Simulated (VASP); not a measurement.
# GaN (I-4m2) in VASP: a series of runs

Runs on GaN. Level: r2SCAN. Tasks: single point.

Everything below comes from runs of VASP 6.6.1. Logs are shortened: lines on timing, memory, paths and dates and some standing lists are left out, and cuts for length are marked.

### 1 The cell of the first run

It takes space group I-4m2 (No. 119, tetragonal). Conventional cell: a = 3.028 Å, b = 3.028 Å, c = 4.732 Å, α = 90.00°, β = 90.00°, γ = 90.00°. Ga (site symmetry -4m2) has 4 N at 1.92 Å within 2.5 Å. N (site symmetry -4m2) has 4 Ga at 1.92 Å within 2.5 Å.

### 2 Single point, r2SCAN (strain -0.050 along x and y, +0.050 along z)

The input, POSCAR:

```
GaN
1.0
    0.0000000000      2.1408255771      2.3661756379
    2.1408255771      0.0000000000      2.3661756379
    2.1408255771      2.1408255771      0.0000000000
Ga N
1 1
Direct
    0.0000000000      0.0000000000      0.0000000000
    0.7500000000      0.7500000000      0.7500000000
```

The input, INCAR.step1:

```
SYSTEM = GaN
PREC = Accurate
ENCUT = 520
ISMEAR = 0
SIGMA = 0.05
LREAL = .FALSE.
LASPH = .TRUE.
NELM = 100
NBANDS = 16
GGA = PE
ALGO = Normal
EDIFF = 1E-4
LWAVE = .TRUE.
LCHARG = .FALSE.
```

The input, INCAR.step2:

```
SYSTEM = GaN
PREC = Accurate
ENCUT = 520
EDIFF = 1E-6
ISMEAR = 0
SIGMA = 0.05
LREAL = .FALSE.
LASPH = .TRUE.
NELM = 100
ALGO = Normal
ISIF = 2
LWAVE = .FALSE.
LCHARG = .FALSE.
METAGGA = R2SCAN
LMIXTAU = .TRUE.
NBANDS = 16
ISTART = 1
```

The input, KPOINTS:

```
regular mesh
0
G
  10 10 10
  0 0 0
```

Potentials or basis: VASP PAW PBE potentials, release 64 (Ga_d, N).

Command:

```bash
$ cat potpaw_PBE.64/Ga_d/POTCAR potpaw_PBE.64/N/POTCAR > POTCAR
$ cp INCAR.step1 INCAR
$ mpirun -np 1 vasp_std > vasp.out
$ cp INCAR.step2 INCAR
$ mpirun -np 1 vasp_std > vasp.out
```

OUTCAR:

```text
SYSTEM = GaN
   PREC = Accurate
   ENCUT = 520
   EDIFF = 1E-6
   ISMEAR = 0
   LREAL = .FALSE.
   LASPH = .TRUE.
   NELM = 100
   ISIF = 2
   METAGGA = R2SCAN
   ISTART = 1

 ion  position               nearest neighbor table
   1  0.000  0.000  0.000-   2 1.92   2 1.92   2 1.92   2 1.92
   2  0.750  0.750  0.750-   1 1.92   1 1.92   1 1.92   1 1.92

  LATTYP: Found a body centered tetragonal cell.
 ALAT       =     3.0275845658
 C/A-ratio  =     1.5630781479

  Lattice vectors:

 A1 = (  -2.1408255771,   0.0000000000,   2.3661756379)
 A2 = (   2.1408255771,   0.0000000000,   2.3661756379)
 A3 = (   0.0000000000,   2.1408255771,  -2.3661756379)

Analysis of symmetry for initial positions (statically):
=====================================================================
 Subroutine PRICEL returns:
 Original cell was already a primitive cell.

 Routine SETGRP: Setting up the symmetry group for a
 body centered tetragonal supercell.

 Subroutine GETGRP returns: Found  8 space group operations
 (whereof  8 operations were pure point group operations)
 out of a pool of 16 trial point group operations.

The static configuration has the point symmetry D_2d.

Analysis of symmetry for dynamics (positions and initial velocities):
=====================================================================
 Subroutine PRICEL returns:
 Original cell was already a primitive cell.

 Routine SETGRP: Setting up the symmetry group for a
 body centered tetragonal supercell.

 Subroutine GETGRP returns: Found  8 space group operations
 (whereof  8 operations were pure point group operations)
 out of a pool of 16 trial point group operations.

The dynamic configuration has the point symmetry D_2d.

 Subroutine INISYM returns: Found  8 space group operations
 (whereof  8 operations are pure point group operations),
 and found     1 'primitive' translations

----------------------------------------------------------------------------------------

                                     Primitive cell

  volume of cell :      21.6890

  direct lattice vectors                    reciprocal lattice vectors
     0.000000000  2.140825577  2.366175638    -0.233554758  0.233554758  0.211311448
     2.140825577  0.000000000  2.366175638     0.233554758 -0.233554758  0.211311448
     2.140825577  2.140825577  0.000000000     0.233554758  0.233554758 -0.211311448

  length of vectors
     3.190912299  3.190912299  3.027584566     0.392107355  0.392107355  0.392107355

  position of ions in fractional coordinates (direct lattice)
     0.000000000  0.000000000  0.000000000
     0.750000000  0.750000000  0.750000000

  ion indices of the primitive-cell ions
   primitive index   ion index
                 1           1
                 2           2

----------------------------------------------------------------------------------------

 KPOINTS: regular mesh

Automatic generation of k-mesh.
 Grid dimensions read from file:
 generate k-points for:   10   10   10

 Generating k-lattice:

  Cartesian coordinates                     Fractional coordinates (reciprocal lattice)
    -0.023355476  0.023355476  0.021131145     0.100000000 -0.000000000  0.000000000
     0.023355476 -0.023355476  0.021131145    -0.000000000  0.100000000  0.000000000
     0.023355476  0.023355476 -0.021131145     0.000000000  0.000000000  0.100000000

  Length of vectors
     0.039210736  0.039210736  0.039210736

  Shift w.r.t. Gamma in fractional coordinates (k-lattice)
     0.000000000  0.000000000  0.000000000

 Subroutine IBZKPT returns following result:
 ===========================================

 Found    102 irreducible k-points:

 Following reciprocal coordinates:
            Coordinates               Weight
  0.000000  0.000000  0.000000      1.000000
  0.100000  0.000000  0.000000      8.000000
  0.200000  0.000000  0.000000      8.000000
  0.300000  0.000000  0.000000      8.000000
  0.400000 -0.000000  0.000000      8.000000
  0.500000 -0.000000  0.000000      4.000000
[... 16 lines left out ...]
  0.300000  0.300000  0.000000      2.000000
  0.400000  0.300000  0.000000      8.000000
 [... further k-points ...]
   k-points           NKPTS =    102   k-points in BZ     NKDIM =    102   number of bands    NBANDS=     16
   number of dos      NEDOS =    301   number of ions     NIONS =      2
   total plane-waves  NPLWV =  13824
   dimension x,y,z NGX =    24 NGY =   24 NGZ =   24
   dimension x,y,z NGXF=    48 NGYF=   48 NGZF=   48
   ions per type =               1   1
   NGX,Y,Z   is equivalent  to a cutoff of  12.50, 12.50, 13.18 a.u.
   NGXF,Y,Z  is equivalent  to a cutoff of  25.01, 25.01, 26.36 a.u.
 SYSTEM =  GaN
   PREC   = accura    normal or accurate (medium, high low for compatibility)
   ISTART =      1    job   : 0-new  1-cont  2-samecut
   ICHARG =      0    charge: 1-file 2-atom 10-const
   ISPIN  =      1    spin polarized calculation?
   LNONCOLLINEAR =      F non collinear calculations
   LSORBIT =      F    spin-orbit coupling
   LASPH  =      T    aspherical Exc in radial PAW
   ENCUT  =  520.0 eV  38.22 Ry    6.18 a.u.   5.93  5.93  5.63*2*pi/ulx,y,z
   NELM   =    100;   NELMIN=  2; NELMDL=  0     # of ELM steps
   EDIFF  = 0.1E-05   stopping-criterion for ELM
   LREAL  =      F    real-space projection
   EDIFFG = 0.1E-04   stopping-criterion for IOM
   NSW    =      0    number of steps for IOM
   IBRION =     -1    ionic relax: 0-MD 1-quasi-New 2-CG
   NFREE  =      0    steps in history (QN), initial steepest desc. (CG)
   ISIF   =      2    stress and relaxation
   ISYM   =      2    0-nonsym 1-usesym 2-fastsym
   POTIM  = 0.5000    time-step for ionic-motion
   TEBEG  =    0.0;   TEEND  =   0.0 temperature during run
   PSTRESS=    0.0 pullay stress
   NELECT =      18.0000    total number of electrons
   NUPDOWN=      -1.0000    fix difference up-down
   EMIN   =  10.00;   EMAX   =-10.00  energy-range for DOS
   EFERMI =   0.00;   METHOD = LEGACY
   ISMEAR =     0;   SIGMA  =   0.05  broadening in eV -4-tet -1-fermi 0-gaus
   EFERMI_NEDOS =   21; number of points for ismear=-14 and -15
   IALGO  =     38    algorithm
   IMIX   =      4    mixing-type and parameters
     AMIX     =   0.40;   BMIX     =  1.00
     AMIX_MAG =   1.60;   BMIX_MAG =  1.00
  volume/ion in A,a.u.               =      10.84        73.18
  Fermi-wavevector in a.u.,A,eV,Ry     =   1.538459  2.907265 32.203016  2.366855
  Thomas-Fermi vector in A             =   2.644824
   LORBIT       =      0    0 simple, 1 ext, 2 COOP (PROOUT), +10 PAW based schemes
   METAGGA = R2SCAN    functional components
   LHFCALC =     F    Hartree Fock is set to
   AEXX    =    0.0000 exact exchange contribution
   IVDW    =     0    specifies the selected vdW correction
   LEPSILON=     F    determine dielectric tensor
   LRPA    =     F    only Hartree local field effects (RPA)
 non-spin polarized calculation
 Gauss-broadening in eV      SIGMA  =   0.05
  energy-cutoff  :      520.00
  volume of cell :       21.69
 maximum number of plane-waves:       612
   NGX = 11   NGY = 11   NGZ = 11

 number of electron      18.0000008 magnetization

 Free energy of the ion-electron system (eV)
  ---------------------------------------------------
  ext. energy  EPLUGINS =         0.00000000
  ---------------------------------------------------
  free energy    TOTEN  =       -21.78798999 eV

  energy without entropy =      -21.78798999  energy(sigma->0) =      -21.78798999

 E-fermi :   6.1394     XC(G=0): -12.9638

 val. band max:        5.8127967972   @ k =   0.0000   0.0000   0.0000
 cond. band min:       8.0626450767   @ k =   0.0000   0.0000   0.0000
 fundamental gap:      2.2498482796
 Fermi energy:         6.1393679678

 k-point     1 :       0.0000    0.0000    0.0000
  band No.  band energies     occupation
      1     -11.5666      2.00000
      2      -8.3661      2.00000
      3      -8.2389      2.00000
      4      -8.2389      2.00000
      5      -7.8877      2.00000
      6      -7.8779      2.00000
[... 8 lines left out ...]
     15      24.0998      0.00000
     16      25.0007      0.00000

 k-point     2 :       0.1000    0.0000    0.0000
  band No.  band energies     occupation
      1     -11.4430      2.00000
      2      -8.3401      2.00000
      3      -8.2230      2.00000
      4      -8.2133      2.00000
      5      -7.8846      2.00000
      6      -7.8823      2.00000
[... 8 lines left out ...]
     15      25.2553      0.00000
     16      25.5770      0.00000

 k-point     3 :       0.2000    0.0000    0.0000
  band No.  band energies     occupation
      1     -11.1216      2.00000
      2      -8.2815      2.00000
      3      -8.1852      2.00000
      4      -8.0892      2.00000
      5      -7.8899      2.00000
      6      -7.8662      2.00000
[... 8 lines left out ...]
     15      24.3339      0.00000
     16      24.4689      0.00000

 k-point     4 :       0.3000    0.0000    0.0000
  band No.  band energies     occupation
      1     -10.7496      2.00000
      2      -8.2406      2.00000
      3      -8.1489      2.00000
      4      -7.8877      2.00000
      5      -7.8702      2.00000
      6      -7.6884      2.00000
[... 8 lines left out ...]
     15      24.3933      0.00000
     16      24.7448      0.00000
[... 324 lines left out ...]
 k-point    22 :      -0.2000    0.2000    0.0000
  band No.  band energies     occupation
      1     -10.6099      2.00000
      2      -8.2226      2.00000
      3      -8.1212      2.00000
      4      -7.9273      2.00000
      5      -7.9249      2.00000
      6      -7.4290      2.00000
[... 8 lines left out ...]
     15      24.9389      0.00000
     16      26.5180      0.00000

 k-point    23 :       0.3000    0.3000    0.0000
  band No.  band energies     occupation
      1     -10.5977      2.00000
      2      -8.0770      2.00000
      3      -8.0276      2.00000
      4      -8.0276      2.00000
      5      -7.8391      2.00000
      6      -7.7246      2.00000
[... 8 lines left out ...]
     15      30.5528      0.00000
     16      30.5650      0.00000

 k-point    24 :       0.4000    0.3000    0.0000
  band No.  band energies     occupation
      1     -10.4093      2.00000
      2      -8.0943      2.00000
      3      -7.9927      2.00000
      4      -7.9883      2.00000
      5      -7.8340      2.00000
      6      -7.3274      2.00000
[... 8 lines left out ...]
     15      30.1895      0.00000
     16      30.4111      0.00000

 [... further k-points ...]
[... 5 lines left out ...]
  --------------------------------------------------------------------------------------
  -------------------------------------------------------------------------------------
  Total        2.1822119      2.1822119      0.0012204      0.0000000      0.0000000      0.0000000
  in kB      161.2010867    161.2010867      0.0901528      0.0000000      0.0000000      0.0000000
  external PRESSURE =     107.4974421 kB  Pullay stress =       0.0000000 kB

 VOLUME and BASIS-vectors are now :
 -----------------------------------------------------------------------------
  energy-cutoff  :      520.00
  volume of cell :       21.69
      direct lattice vectors                 reciprocal lattice vectors
     0.000000000  2.140825577  2.366175638    -0.233554758  0.233554758  0.211311448
     2.140825577  0.000000000  2.366175638     0.233554758 -0.233554758  0.211311448
     2.140825577  2.140825577  0.000000000     0.233554758  0.233554758 -0.211311448

 POSITION                                       TOTAL-FORCE (eV/Angst)
 -----------------------------------------------------------------------------------
      0.00000      0.00000      0.00000         0.000000      0.000000      0.000000
      3.21124      3.21124      3.54926        -0.000000     -0.000000      0.000000
 -----------------------------------------------------------------------------------
    total drift:                               -0.000010     -0.000010     -0.000012

  FREE ENERGIE OF THE ION-ELECTRON SYSTEM (eV)
  ---------------------------------------------------
  free  energy   TOTEN  =       -21.7879899929 eV

  energy  without entropy=      -21.7879899929  energy(sigma->0) =      -21.78798999
```

Wall time 3.3 min (1 thread of AMD EPYC 7R13, shared host); peak memory 0.14 GiB.

What came out:

| Item | Value |
| --- | --- |
| Free energy | -21.7880 eV |
| Pressure | 10.7 GPa |
| Band gap on the k mesh | 2.25 eV, direct |

Stress tensor (GPa, compression positive):
```
16.12  0.00  0.00
 0.00 16.12  0.00
 0.00  0.00  0.01
```

Caveat: the cell differs from its parent crystal (strain -0.050 along x and y, +0.050 along z); the PAW data sets were made with another functional, which shifts forces and pressure a little.

### 3 Single point, r2SCAN (strain +0.000 along x and y, -0.050 along z)

The input, POSCAR:

```
GaN
1.0
    0.0000000000      2.2535006075      2.1408255771
    2.2535006075      0.0000000000      2.1408255771
    2.2535006075      2.2535006075      0.0000000000
Ga N
1 1
Direct
    0.0000000000      0.0000000000      0.0000000000
    0.7500000000      0.7500000000      0.7500000000
```

The input, INCAR.step1:

```
PREC = Accurate
ENCUT = 520
ISMEAR = 0
SIGMA = 0.05
LREAL = F
LASPH = T
NELM = 60
NBANDS = 16
GGA = PE
ALGO = Normal
EDIFF = 1E-4
LWAVE = T
LCHARG = F
```

The input, INCAR.step2:

```
PREC = Accurate
ENCUT = 520
EDIFF = 1E-6
ISMEAR = 0
SIGMA = 0.05
LREAL = F
LASPH = T
NELM = 60
ALGO = Normal
ISIF = 2
LWAVE = F
LCHARG = F
METAGGA = R2SCAN
LMIXTAU = T
NBANDS = 16
ISTART = 1
```

The input, KPOINTS:

```
Automatic mesh
0
Gamma
  10 10 10
```

Potentials or basis: VASP PAW PBE potentials, release 64 (Ga_d, N).

Command:

```bash
$ cat potpaw_PBE.64/Ga_d/POTCAR potpaw_PBE.64/N/POTCAR > POTCAR
$ cp INCAR.step1 INCAR
$ mpirun -np 1 vasp_std > vasp.out
$ cp INCAR.step2 INCAR
$ mpirun -np 1 vasp_std > vasp.out
```

Run time: 3.2 min. Hardware: 1 thread of AMD EPYC 7R13, shared host; peak memory 0.14 GiB.

It converged, with:

```yaml
Free_energy: -21.8451 eV
Pressure: 10.8 GPa
Band_gap_on_the_k_mesh: 2.31 eV, direct
```

Stress tensor (GPa, compression positive):
```
 8.92  0.00  0.00
 0.00  8.92  0.00
 0.00  0.00 14.42
```

Levels at points of the mesh, in eV from the valence-band top:
| k point | band 7 | band 8 | band 9 | band 10 | band 11 | band 12 |
| --- | --- | --- | --- | --- | --- | --- |
| (0.00, 0.00, 0.00) | -0.22 | -0.22 | 0.00 | 2.31 | 11.11 | 11.26 |
| (0.50, 0.00, 0.00) | -7.65 | -1.40 | -1.02 | 5.31 | 9.59 | 10.72 |
| (0.50, 0.50, 0.00) | -6.19 | -3.39 | -3.39 | 3.42 | 6.80 | 13.39 |
| (0.50, 0.00, 0.50) | -6.77 | -2.99 | -2.94 | 3.78 | 7.72 | 12.56 |

Caveat: the cell differs from its parent crystal (strain +0.000 along x and y, -0.050 along z); the PAW data sets were made with another functional, which shifts forces and pressure a little.
